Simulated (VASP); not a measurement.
# TePb (P1) in VASP: single point with PBEsol

Aim: the single point of TePb with PBEsol.

All numbers are computed with VASP 6.6.1; they aren't measurements. Logs are shortened: lines on timing, memory, paths and dates and some standing lists are left out, and cuts for length are marked.

## 1. The cell of the first run

The typed cell holds 16 atoms: a = 9.243 Å, b = 9.243 Å, c = 9.243 Å, α = 60.00°, β = 60.00°, γ = 60.00°.

## 2. Single point, PBEsol

INCAR

```
SYSTEM = TePb
ALGO = Normal
EDIFF = 1E-6
ENCUT = 520
GGA = PS
ISIF = 2
ISMEAR = -1
LASPH = .TRUE.
LCHARG = .TRUE.
LELF = .TRUE.
LREAL = Auto
LVHAR = .TRUE.
LWAVE = .FALSE.
NBANDS = 94
NELM = 80
PREC = Accurate
SIGMA = 0.112
```

KPOINTS

```
k-points
0
G
  2 2 2
  0 0 0
```

POSCAR

```
TePb
1.0
    0.0000000000      6.5357111017      6.5357111017
    6.5357111017      0.0000000000      6.5357111017
    6.5357111017      6.5357111017      0.0000000000
Te Pb
8 8
Direct
    0.2398283026      0.2423522820      0.2572938849
    0.2315800035      0.2357466504      0.7645191047
    0.2628293958      0.7446442972      0.2304613800
    0.2319158507      0.7369129273      0.7644947768
    0.7521977216      0.2399991333      0.2541991184
    0.7621726882      0.2252765578      0.7638340224
    0.7450971171      0.7646108315      0.2483009844
    0.7798813198      0.7273323325      0.7573905766
    0.0033596191     -0.0119678638      0.0161302264
    0.0026402636     -0.0061220576      0.5027460591
    0.0019369736      0.4927834860      0.0032214551
   -0.0003368417      0.5083467504      0.4808118736
    0.5002830525      0.0126039078     -0.0021499573
    0.4900527961      0.0188234299      0.4990089753
    0.5056996016      0.5186334658     -0.0071618068
    0.4955127223      0.5116526646      0.4934107322
```

Potentials or basis: VASP PAW PBE potentials, release 64 (Te, Pb_d).

On the command line:

```sh
$ cat potpaw_PBE.64/Te/POTCAR potpaw_PBE.64/Pb_d/POTCAR > POTCAR
$ mpirun -np 1 vasp_std > vasp.out
```

OUTCAR:

```text
SYSTEM = TePb
   EDIFF = 1E-6
   ENCUT = 520
   GGA = PS
   ISIF = 2
   ISMEAR = -1
   LASPH = .TRUE.
   LREAL = Auto
   NELM = 80
   PREC = Accurate

 ion  position               nearest neighbor table
   1  0.240  0.242  0.257-  10 3.17  13 3.20  12 3.21  11 3.22  14 3.22  15 3.54
   2  0.232  0.236  0.765-   9 3.11  14 3.17  11 3.25  13 3.30  12 3.38  16 3.53
   3  0.263  0.745  0.230-  15 3.03   9 3.10  16 3.25  12 3.27  13 3.31  10 3.41
   4  0.232  0.737  0.764-  11 3.10  10 3.21  16 3.25   9 3.29  15 3.30  14 3.53
   5  0.752  0.240  0.254-  14 3.16   9 3.20  10 3.26  11 3.28  15 3.33  16 3.34
   6  0.762  0.225  0.764-  13 3.11  10 3.22   9 3.23  12 3.42  15 3.43  16 3.51
[... 8 lines left out ...]
  15  0.506  0.519  0.993-   3 3.03   8 3.17   4 3.30   5 3.33   6 3.43   1 3.54
  16  0.496  0.512  0.493-   3 3.25   4 3.25   7 3.29   5 3.34   6 3.51   2 3.53

  LATTYP: Found a face centered cubic cell.
 ALAT       =    13.0714222034

  Lattice vectors:

 A1 = (   0.0000000000,   6.5357111017,   6.5357111017)
 A2 = (   6.5357111017,   0.0000000000,   6.5357111017)
 A3 = (   6.5357111017,   6.5357111017,   0.0000000000)

Analysis of symmetry for initial positions (statically):
=====================================================================
 Subroutine PRICEL returns:
 Original cell was already a primitive cell.

 Routine SETGRP: Setting up the symmetry group for a
 face centered cubic supercell.

 Subroutine GETGRP returns: Found  1 space group operations
 (whereof  1 operations were pure point group operations)
 out of a pool of 48 trial point group operations.

The static configuration has the point symmetry C_1 .

Analysis of symmetry for dynamics (positions and initial velocities):
=====================================================================
 Subroutine PRICEL returns:
 Original cell was already a primitive cell.

 Routine SETGRP: Setting up the symmetry group for a
 face centered cubic supercell.

 Subroutine GETGRP returns: Found  1 space group operations
 (whereof  1 operations were pure point group operations)
 out of a pool of 48 trial point group operations.

The dynamic configuration has the point symmetry C_1 .

 Subroutine INISYM returns: Found  1 space group operations
 (whereof  1 operations are pure point group operations),
 and found     1 'primitive' translations

----------------------------------------------------------------------------------------

                                     Primitive cell

  volume of cell :     558.3526

  direct lattice vectors                    reciprocal lattice vectors
     0.000000000  6.535711102  6.535711102    -0.076502770  0.076502770  0.076502770
     6.535711102  0.000000000  6.535711102     0.076502770 -0.076502770  0.076502770
     6.535711102  6.535711102  0.000000000     0.076502770  0.076502770 -0.076502770

  length of vectors
     9.242891280  9.242891280  9.242891280     0.132506684  0.132506684  0.132506684

  position of ions in fractional coordinates (direct lattice)
     0.239828303  0.242352282  0.257293885
     0.231580003  0.235746650  0.764519105
     0.262829396  0.744644297  0.230461380
     0.231915851  0.736912927  0.764494777
     0.752197722  0.239999133  0.254199118
     0.762172688  0.225276558  0.763834022
[... 8 lines left out ...]
     0.505699602  0.518633466  0.992838193
     0.495512722  0.511652665  0.493410732

  ion indices of the primitive-cell ions
   primitive index   ion index
                 1           1
                 2           2
                 3           3
                 4           4
                 5           5
                 6           6
[... 8 lines left out ...]
                15          15
                16          16

----------------------------------------------------------------------------------------

 KPOINTS: k-points

Automatic generation of k-mesh.
 Grid dimensions read from file:
 generate k-points for:    2    2    2

 Generating k-lattice:

  Cartesian coordinates                     Fractional coordinates (reciprocal lattice)
    -0.038251385  0.038251385  0.038251385     0.500000000  0.000000000  0.000000000
     0.038251385 -0.038251385  0.038251385     0.000000000  0.500000000  0.000000000
     0.038251385  0.038251385 -0.038251385     0.000000000  0.000000000  0.500000000

  Length of vectors
     0.066253342  0.066253342  0.066253342

  Shift w.r.t. Gamma in fractional coordinates (k-lattice)
     0.000000000  0.000000000  0.000000000

 Subroutine IBZKPT returns following result:
 ===========================================

 Found      8 irreducible k-points:

 Following reciprocal coordinates:
            Coordinates               Weight
  0.000000  0.000000  0.000000      1.000000
  0.500000  0.000000  0.000000      1.000000
  0.000000  0.500000  0.000000      1.000000
  0.000000  0.000000  0.500000      1.000000
  0.500000  0.500000  0.500000      1.000000
  0.500000  0.500000  0.000000      1.000000
  0.000000  0.500000  0.500000      1.000000
  0.500000  0.000000  0.500000      1.000000
   k-points           NKPTS =      8   k-points in BZ     NKDIM =      8   number of bands    NBANDS=     94
   number of dos      NEDOS =    301   number of ions     NIONS =     16
   total plane-waves  NPLWV = 343000
   dimension x,y,z NGX =    70 NGY =   70 NGZ =   70
   dimension x,y,z NGXF=   140 NGYF=  140 NGZF=  140
   ions per type =               8   8
   NGX,Y,Z   is equivalent  to a cutoff of  12.59, 12.59, 12.59 a.u.
   NGXF,Y,Z  is equivalent  to a cutoff of  25.18, 25.18, 25.18 a.u.
 SYSTEM =  TePb
   PREC   = accura    normal or accurate (medium, high low for compatibility)
   ISTART =      0    job   : 0-new  1-cont  2-samecut
   ICHARG =      2    charge: 1-file 2-atom 10-const
   ISPIN  =      1    spin polarized calculation?
   LNONCOLLINEAR =      F non collinear calculations
   LSORBIT =      F    spin-orbit coupling
   LASPH  =      T    aspherical Exc in radial PAW
   ENCUT  =  520.0 eV  38.22 Ry    6.18 a.u.  17.19 17.19 17.19*2*pi/ulx,y,z
   NELM   =     80;   NELMIN=  2; NELMDL= -5     # of ELM steps
   EDIFF  = 0.1E-05   stopping-criterion for ELM
   LREAL  =      T    real-space projection
   EDIFFG = 0.1E-04   stopping-criterion for IOM
   NSW    =      0    number of steps for IOM
   IBRION =     -1    ionic relax: 0-MD 1-quasi-New 2-CG
   NFREE  =      0    steps in history (QN), initial steepest desc. (CG)
   ISIF   =      2    stress and relaxation
   ISYM   =      2    0-nonsym 1-usesym 2-fastsym
   POTIM  = 0.5000    time-step for ionic-motion
   TEBEG  =    0.0;   TEEND  =   0.0 temperature during run
   PSTRESS=    0.0 pullay stress
   NELECT =     160.0000    total number of electrons
   NUPDOWN=      -1.0000    fix difference up-down
   EMIN   =  10.00;   EMAX   =-10.00  energy-range for DOS
   EFERMI =   0.00;   METHOD = LEGACY
   ISMEAR =    -1;   SIGMA  =   0.11  broadening in eV -4-tet -1-fermi 0-gaus
   EFERMI_NEDOS =   21; number of points for ismear=-14 and -15
   IALGO  =     38    algorithm
   IMIX   =      4    mixing-type and parameters
     AMIX     =   0.40;   BMIX     =  1.00
     AMIX_MAG =   1.60;   BMIX_MAG =  1.00
  volume/ion in A,a.u.               =      34.90       235.50
  Fermi-wavevector in a.u.,A,eV,Ry     =   1.079308  2.039596 15.849499  1.164905
  Thomas-Fermi vector in A             =   2.215269
   LORBIT       =      0    0 simple, 1 ext, 2 COOP (PROOUT), +10 PAW based schemes
   GGA     = PS    functional components
   LHFCALC =     F    Hartree Fock is set to
   AEXX    =    0.0000 exact exchange contribution
   IVDW    =     0    specifies the selected vdW correction
   LEPSILON=     F    determine dielectric tensor
   LRPA    =     F    only Hartree local field effects (RPA)
 non-spin polarized calculation
  energy-cutoff  :      520.00
  volume of cell :      558.35
 maximum number of plane-waves:     15065
 NGX is ok and might be reduce to    70
   NGX = 35   NGY = 35   NGZ = 35

 number of electron     160.0000005 magnetization

 Free energy of the ion-electron system (eV)
  ---------------------------------------------------
  ext. energy  EPLUGINS =         0.00000000
  ---------------------------------------------------
  free energy    TOTEN  =       -65.52365389 eV

  energy without entropy =      -65.49256570  energy(sigma->0) =      -65.50810979

 E-fermi :   5.4013     XC(G=0):  -9.3145

 val. band max:        5.0254609355   @ k =   0.0000   0.0000   0.0000
 cond. band min:       5.7746602310   @ k =   0.0000   0.0000   0.0000
 fundamental gap:      0.7491992955
 Fermi energy:         5.4013061957

 k-point     1 :       0.0000    0.0000    0.0000
  band No.  band energies     occupation
      1     -11.6864      2.00000
      2     -11.6799      2.00000
      3     -11.6662      2.00000
      4     -11.6586      2.00000
      5     -11.6567      2.00000
      6     -11.6114      2.00000
[... 84 lines left out ...]
     91       6.4821      0.00013
     92       6.5025      0.00011

 k-point     2 :       0.5000    0.0000    0.0000
  band No.  band energies     occupation
      1     -11.6847      2.00000
      2     -11.6780      2.00000
      3     -11.6656      2.00000
      4     -11.6583      2.00000
      5     -11.6563      2.00000
      6     -11.6001      2.00000
[... 559 lines left out ...]
     91       7.5860      0.00000
     92       7.6453      0.00000

 k-point     8 :       0.5000    0.0000    0.5000
  band No.  band energies     occupation
      1     -11.6837      2.00000
      2     -11.6778      2.00000
      3     -11.6652      2.00000
      4     -11.6581      2.00000
      5     -11.6561      2.00000
      6     -11.6011      2.00000
[... 84 lines left out ...]
     91       7.3884      0.00000
     92       7.7358      0.00000
 [bands above 92 left out]

------------------------ aborting loop because EDIFF is reached ----------------------------------------

  FORCE on cell =-STRESS in cart. coord.  units (eV):
  Direction    XX          YY          ZZ          XY          YZ          ZX
  --------------------------------------------------------------------------------------
  -------------------------------------------------------------------------------------
  Total       -5.4453148     -4.4065122     -3.7749982     -0.2127857     -0.1437719      0.2352537
  in kB      -15.6251802    -12.6443649    -10.8322530     -0.6105826     -0.4125496      0.6750539
  external PRESSURE =     -13.0339327 kB  Pullay stress =       0.0000000 kB

 VOLUME and BASIS-vectors are now :
 -----------------------------------------------------------------------------
  energy-cutoff  :      520.00
  volume of cell :      558.35
      direct lattice vectors                 reciprocal lattice vectors
     0.000000000  6.535711102  6.535711102    -0.076502770  0.076502770  0.076502770
     6.535711102  0.000000000  6.535711102     0.076502770 -0.076502770  0.076502770
     6.535711102  6.535711102  0.000000000     0.076502770  0.076502770 -0.076502770

 POSITION                                       TOTAL-FORCE (eV/Angst)
 -----------------------------------------------------------------------------------
      3.26554      3.24905      3.15139        -0.151692      0.456768      0.167920
      6.53745      6.51022      3.05431         0.030338      0.067604      0.474929
      6.37301      3.22401      6.58456         0.356549      0.546431     -0.306996
      9.81277      6.51225      6.33199        -0.219415      0.229567      0.344583
      3.22994      6.57752      6.48471         0.139698     -0.083573     -0.264552
      6.46454      9.97354      6.45368        -0.105017     -0.373750      0.203249
[... 8 lines left out ...]
      9.87854      9.79401      6.69475        -0.445779     -0.029005     -0.003199
      6.56880      6.46332      6.58254         0.062701      0.223735      0.031318
 -----------------------------------------------------------------------------------
    total drift:                                0.014012     -0.000967      0.009421

  FREE ENERGIE OF THE ION-ELECTRON SYSTEM (eV)
  ---------------------------------------------------
  free  energy   TOTEN  =       -65.5236538913 eV

  energy  without entropy=      -65.4925656953  energy(sigma->0) =      -65.50810979
```

It took 24 min on 1 thread of Intel Xeon Platinum 8259CL at 2.50GHz (Skylake/Cascade Lake), shared host; peak memory 0.81 GiB.

Results:

```yaml
Free_energy: -65.5237 eV
Pressure: -1.3 GPa
Largest_force: 0.721 eV/Å
Band_gap_on_the_k_mesh: 0.75 eV
```

Forces in eV/Å, atoms in the order of the input:
```
Te  -0.152  0.457  0.168
Te   0.030  0.068  0.475
Te   0.357  0.546 -0.307
Te  -0.219  0.230  0.345
Te   0.140 -0.084 -0.265
Te  -0.105 -0.374  0.203
Te  -0.169  0.100 -0.688
Te   0.093 -0.609 -0.355
Pb   0.014 -0.426  0.163
Pb   0.283 -0.068  0.140
Pb   0.112  0.017  0.039
Pb   0.205  0.132 -0.036
Pb  -0.106 -0.193  0.104
Pb  -0.099  0.010 -0.014
Pb  -0.446 -0.029 -0.003
Pb   0.063  0.224  0.031
```

Levels at points of the mesh, in eV from the valence-band top:
| k point | band 77 | band 78 | band 79 | band 80 | band 81 | band 82 | band 83 | band 84 |
| --- | --- | --- | --- | --- | --- | --- | --- | --- |
| (0.00, 0.00, 0.00) | -0.14 | -0.08 | -0.04 | 0.00 | 0.75 | 0.77 | 0.78 | 0.81 |
| (0.50, 0.00, 0.00) | -0.96 | -0.87 | -0.70 | -0.46 | 1.96 | 2.09 | 2.34 | 2.42 |
| (0.00, 0.50, 0.00) | -0.98 | -0.88 | -0.63 | -0.54 | 2.00 | 2.08 | 2.31 | 2.40 |
| (0.00, 0.00, 0.50) | -0.98 | -0.86 | -0.66 | -0.50 | 1.95 | 2.11 | 2.30 | 2.38 |
| (0.50, 0.50, 0.50) | -0.95 | -0.92 | -0.59 | -0.57 | 2.02 | 2.06 | 2.38 | 2.41 |
| (0.50, 0.50, 0.00) | -0.54 | -0.45 | -0.27 | -0.22 | 1.50 | 1.54 | 1.61 | 1.66 |
| (0.00, 0.50, 0.50) | -0.50 | -0.47 | -0.29 | -0.27 | 1.48 | 1.52 | 1.61 | 1.68 |
| (0.50, 0.00, 0.50) | -0.55 | -0.49 | -0.28 | -0.22 | 1.53 | 1.56 | 1.62 | 1.64 |

Caveat: the atoms stand as in a frame of molecular dynamics; the PAW data sets were made with another functional, which shifts forces and pressure a little; spin-orbit coupling is left out, which moves the levels of the heavy elements.
